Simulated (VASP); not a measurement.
# NaI (Fm-3m) in VASP: single point with LDA

Aim: the single point of NaI with LDA.

Program: VASP 6.6.1. These are calculated values, not measurements. Logs are shortened: lines on timing, memory, paths and dates and some standing lists are left out, and cuts for length are marked.

### Step 1. The cell of the first run

The structure is cubic, space group Fm-3m (No. 225). Conventional cell: a = 6.473 Å, b = 6.473 Å, c = 6.473 Å, α = 90.00°, β = 90.00°, γ = 90.00°. Na (site symmetry m-3m) has 6 I at 3.24 Å within 4.3 Å. I (site symmetry m-3m) has 6 Na at 3.24 Å within 4.3 Å.

### Step 2. Single point, LDA

INCAR reads:

```
SYSTEM = NaI
PREC = Accurate ; ENCUT = 500
EDIFF = 1E-6 ; ISMEAR = 0
SIGMA = 0.05 ; LREAL = .False.
LASPH = .True. ; NELM = 120
ALGO = Normal ; ISIF = 2
LWAVE = .False. ; LCHARG = .False.
NBANDS = 14 ; GGA_COMPAT = .False.
```

KPOINTS reads:

```
Automatic mesh
0
Gamma
  6 6 6
  0 0 0
```

POSCAR reads:

```
NaI
1.0
    0.0000000000      3.2364000000      3.2364000000
    3.2364000000      0.0000000000      3.2364000000
    3.2364000000      3.2364000000      0.0000000000
Na I
1 1
Direct
    0.0000000000      0.0000000000      0.0000000000
    0.5000000000      0.5000000000      0.5000000000
```

Potentials or basis: VASP PAW LDA potentials, release 64 (Na_pv, I).

Command:

```bash
$ cat potpaw_LDA.64/Na_pv/POTCAR potpaw_LDA.64/I/POTCAR > POTCAR
$ mpirun -np 1 vasp_std > vasp.out
```

OUTCAR:

```text
SYSTEM = NaI
   PREC = Accurate
   ENCUT = 500
   EDIFF = 1E-6
   ISMEAR = 0
   LREAL = .False.
   LASPH = .True.
   NELM = 120
   ISIF = 2

 ion  position               nearest neighbor table
   1  0.000  0.000  0.000-
   2  0.500  0.500  0.500-

  LATTYP: Found a face centered cubic cell.
 ALAT       =     6.4728000000

  Lattice vectors:

 A1 = (   0.0000000000,   3.2364000000,   3.2364000000)
 A2 = (   3.2364000000,   0.0000000000,   3.2364000000)
 A3 = (   3.2364000000,   3.2364000000,   0.0000000000)

Analysis of symmetry for initial positions (statically):
=====================================================================
 Subroutine PRICEL returns:
 Original cell was already a primitive cell.

 Routine SETGRP: Setting up the symmetry group for a
 face centered cubic supercell.

 Subroutine GETGRP returns: Found 48 space group operations
 (whereof 48 operations were pure point group operations)
 out of a pool of 48 trial point group operations.

The static configuration has the point symmetry O_h .

Analysis of symmetry for dynamics (positions and initial velocities):
=====================================================================
 Subroutine PRICEL returns:
 Original cell was already a primitive cell.

 Routine SETGRP: Setting up the symmetry group for a
 face centered cubic supercell.

 Subroutine GETGRP returns: Found 48 space group operations
 (whereof 48 operations were pure point group operations)
 out of a pool of 48 trial point group operations.

The dynamic configuration has the point symmetry O_h .

 Subroutine INISYM returns: Found 48 space group operations
 (whereof 48 operations are pure point group operations),
 and found     1 'primitive' translations

----------------------------------------------------------------------------------------

                                     Primitive cell

  volume of cell :      67.7980

  direct lattice vectors                    reciprocal lattice vectors
     0.000000000  3.236400000  3.236400000    -0.154492646  0.154492646  0.154492646
     3.236400000  0.000000000  3.236400000     0.154492646 -0.154492646  0.154492646
     3.236400000  3.236400000  0.000000000     0.154492646  0.154492646 -0.154492646

  length of vectors
     4.576960773  4.576960773  4.576960773     0.267589113  0.267589113  0.267589113

  position of ions in fractional coordinates (direct lattice)
     0.000000000  0.000000000  0.000000000
     0.500000000  0.500000000  0.500000000

  ion indices of the primitive-cell ions
   primitive index   ion index
                 1           1
                 2           2

----------------------------------------------------------------------------------------

 KPOINTS: Automatic mesh

Automatic generation of k-mesh.
 Grid dimensions read from file:
 generate k-points for:    6    6    6

 Generating k-lattice:

  Cartesian coordinates                     Fractional coordinates (reciprocal lattice)
    -0.025748774  0.025748774  0.025748774     0.166666667  0.000000000  0.000000000
     0.025748774 -0.025748774  0.025748774     0.000000000  0.166666667  0.000000000
     0.025748774  0.025748774 -0.025748774     0.000000000  0.000000000  0.166666667

  Length of vectors
     0.044598185  0.044598185  0.044598185

  Shift w.r.t. Gamma in fractional coordinates (k-lattice)
     0.000000000  0.000000000  0.000000000

 Subroutine IBZKPT returns following result:
 ===========================================

 Found     16 irreducible k-points:

 Following reciprocal coordinates:
            Coordinates               Weight
  0.000000  0.000000  0.000000      1.000000
  0.166667  0.000000  0.000000      8.000000
  0.333333  0.000000  0.000000      8.000000
  0.500000  0.000000  0.000000      4.000000
  0.166667  0.166667  0.000000      6.000000
  0.333333  0.166667  0.000000     24.000000
[... 8 lines left out ...]
 -0.333333  0.333333  0.166667     24.000000
 -0.333333  0.500000  0.166667     12.000000
   k-points           NKPTS =     16   k-points in BZ     NKDIM =     16   number of bands    NBANDS=     14
   number of dos      NEDOS =    301   number of ions     NIONS =      2
   total plane-waves  NPLWV =  46656
   dimension x,y,z NGX =    36 NGY =   36 NGZ =   36
   dimension x,y,z NGXF=    72 NGYF=   72 NGZF=   72
   ions per type =               1   1
   NGX,Y,Z   is equivalent  to a cutoff of  13.08, 13.08, 13.08 a.u.
   NGXF,Y,Z  is equivalent  to a cutoff of  26.15, 26.15, 26.15 a.u.
 SYSTEM =  NaI
   PREC   = accura    normal or accurate (medium, high low for compatibility)
   ISTART =      0    job   : 0-new  1-cont  2-samecut
   ICHARG =      2    charge: 1-file 2-atom 10-const
   ISPIN  =      1    spin polarized calculation?
   LNONCOLLINEAR =      F non collinear calculations
   LSORBIT =      F    spin-orbit coupling
   LASPH  =      T    aspherical Exc in radial PAW
   ENCUT  =  500.0 eV  36.75 Ry    6.06 a.u.   8.34  8.34  8.34*2*pi/ulx,y,z
   NELM   =    120;   NELMIN=  2; NELMDL= -5     # of ELM steps
   EDIFF  = 0.1E-05   stopping-criterion for ELM
   LREAL  =      F    real-space projection
   EDIFFG = 0.1E-04   stopping-criterion for IOM
   NSW    =      0    number of steps for IOM
   IBRION =     -1    ionic relax: 0-MD 1-quasi-New 2-CG
   NFREE  =      0    steps in history (QN), initial steepest desc. (CG)
   ISIF   =      2    stress and relaxation
   ISYM   =      2    0-nonsym 1-usesym 2-fastsym
   POTIM  = 0.5000    time-step for ionic-motion
   TEBEG  =    0.0;   TEEND  =   0.0 temperature during run
   PSTRESS=    0.0 pullay stress
   NELECT =      14.0000    total number of electrons
   NUPDOWN=      -1.0000    fix difference up-down
   EMIN   =  10.00;   EMAX   =-10.00  energy-range for DOS
   EFERMI =   0.00;   METHOD = LEGACY
   ISMEAR =     0;   SIGMA  =   0.05  broadening in eV -4-tet -1-fermi 0-gaus
   EFERMI_NEDOS =   21; number of points for ismear=-14 and -15
   IALGO  =     38    algorithm
   IMIX   =      4    mixing-type and parameters
     AMIX     =   0.40;   BMIX     =  1.00
     AMIX_MAG =   1.60;   BMIX_MAG =  1.00
  volume/ion in A,a.u.               =      33.90       228.76
  Fermi-wavevector in a.u.,A,eV,Ry     =   0.967636  1.828567 12.739397  0.936319
  Thomas-Fermi vector in A             =   2.097538
   LORBIT       =      0    0 simple, 1 ext, 2 COOP (PROOUT), +10 PAW based schemes
   GGA     = CA    functional components
   LHFCALC =     F    Hartree Fock is set to
   AEXX    =    0.0000 exact exchange contribution
   IVDW    =     0    specifies the selected vdW correction
   LEPSILON=     F    determine dielectric tensor
   LRPA    =     F    only Hartree local field effects (RPA)
 non-spin polarized calculation
 Gauss-broadening in eV      SIGMA  =   0.05
  energy-cutoff  :      500.00
  volume of cell :       67.80
 maximum number of plane-waves:      1759
 NGX is ok and might be reduce to    36
   NGX = 17   NGY = 17   NGZ = 17

 number of electron      14.0000001 magnetization

 Free energy of the ion-electron system (eV)
  ---------------------------------------------------
  ext. energy  EPLUGINS =         0.00000000
  ---------------------------------------------------
  free energy    TOTEN  =        -5.98163948 eV

  energy without entropy =       -5.98163948  energy(sigma->0) =       -5.98163948

 E-fermi :   0.8496     XC(G=0):  -8.0999

 val. band max:        0.6191098637   @ k =   0.0000   0.0000   0.0000
 cond. band min:       3.9643543573   @ k =   0.0000   0.0000   0.0000
 fundamental gap:      3.3452444936
 Fermi energy:         0.8496321072

 k-point     1 :       0.0000    0.0000    0.0000
  band No.  band energies     occupation
      1     -21.7687      2.00000
      2     -21.7687      2.00000
      3     -21.7687      2.00000
      4     -10.4644      2.00000
      5       0.6191      2.00000
      6       0.6191      2.00000
      7       0.6191      2.00000
      8       3.9644      0.00000
      9       8.4159      0.00000
     10       8.4159      0.00000
     11       8.4159      0.00000
     12      10.2851      0.00000
     13      10.2851      0.00000
     14      10.8113      0.00000

 k-point     2 :       0.1667    0.0000    0.0000
  band No.  band energies     occupation
      1     -21.7701      2.00000
      2     -21.7688      2.00000
      3     -21.7688      2.00000
      4     -10.3897      2.00000
      5      -0.1512      2.00000
      6       0.5423      2.00000
      7       0.5423      2.00000
      8       4.8043      0.00000
      9       7.9013      0.00000
     10       8.5995      0.00000
     11       8.5995      0.00000
     12       9.7234      0.00000
     13       9.7234      0.00000
     14      11.1533      0.00000

 k-point     3 :       0.3333    0.0000    0.0000
  band No.  band energies     occupation
      1     -21.7729      2.00000
      2     -21.7690      2.00000
      3     -21.7690      2.00000
      4     -10.2315      2.00000
      5      -1.2035      2.00000
      6       0.3991      2.00000
      7       0.3991      2.00000
      8       5.4787      0.00000
      9       8.1575      0.00000
     10       8.1575      0.00000
     11       8.4022      0.00000
     12      10.4964      0.00000
     13      10.7750      0.00000
     14      10.7750      0.00000
[... 188 lines left out ...]
 k-point    15 :      -0.3333    0.3333    0.1667
  band No.  band energies     occupation
      1     -21.7727      2.00000
      2     -21.7710      2.00000
      3     -21.7699      2.00000
      4     -10.0834      2.00000
      5      -1.1516      2.00000
      6      -0.5880      2.00000
      7      -0.0468      2.00000
      8       6.4363      0.00000
      9       7.0611      0.00000
     10       8.3161      0.00000
     11       8.9379      0.00000
     12      10.8641      0.00000
     13      12.1308      0.00000
     14      13.5042      0.00000

 k-point    16 :      -0.3333    0.5000    0.1667
  band No.  band energies     occupation
      1     -21.7723      2.00000
      2     -21.7711      2.00000
      3     -21.7706      2.00000
      4     -10.0637      2.00000
      5      -1.0975      2.00000
      6      -0.5179      2.00000
      7      -0.2989      2.00000
      8       5.7627      0.00000
      9       6.9491      0.00000
     10       8.9973      0.00000
     11       9.0292      0.00000
     12      11.9534      0.00000
     13      12.8665      0.00000
     14      13.1225      0.00000

------------------------ aborting loop because EDIFF is reached ----------------------------------------

  FORCE on cell =-STRESS in cart. coord.  units (eV):
  Direction    XX          YY          ZZ          XY          YZ          ZX
  --------------------------------------------------------------------------------------
  -------------------------------------------------------------------------------------
  Total       -0.6868147     -0.6868147     -0.6868147     -0.0000000      0.0000000     -0.0000000
  in kB      -16.2305643    -16.2305643    -16.2305643     -0.0000000      0.0000000     -0.0000000
  external PRESSURE =     -16.2305643 kB  Pullay stress =       0.0000000 kB

 VOLUME and BASIS-vectors are now :
 -----------------------------------------------------------------------------
  energy-cutoff  :      500.00
  volume of cell :       67.80
      direct lattice vectors                 reciprocal lattice vectors
     0.000000000  3.236400000  3.236400000    -0.154492646  0.154492646  0.154492646
     3.236400000  0.000000000  3.236400000     0.154492646 -0.154492646  0.154492646
     3.236400000  3.236400000  0.000000000     0.154492646  0.154492646 -0.154492646

 POSITION                                       TOTAL-FORCE (eV/Angst)
 -----------------------------------------------------------------------------------
      0.00000      0.00000      0.00000        -0.000000     -0.000000     -0.000000
      3.23640      3.23640      3.23640         0.000000      0.000000      0.000000
 -----------------------------------------------------------------------------------
    total drift:                                0.000000      0.000000      0.000000

  FREE ENERGIE OF THE ION-ELECTRON SYSTEM (eV)
  ---------------------------------------------------
  free  energy   TOTEN  =        -5.9816394839 eV

  energy  without entropy=       -5.9816394839  energy(sigma->0) =       -5.98163948
```

Wall time 7 s (1 thread of Intel Xeon 6975P-C (Granite Rapids), shared host); peak memory 0.17 GiB.

What came out:

* Free energy: -5.9816 eV
* Pressure: -1.6 GPa
* Band gap on the k mesh: 3.35 eV, direct

Caveat: spin-orbit coupling is left out, which moves the levels of the heavy elements. As with any semilocal functional, this LDA gap is likely too small.
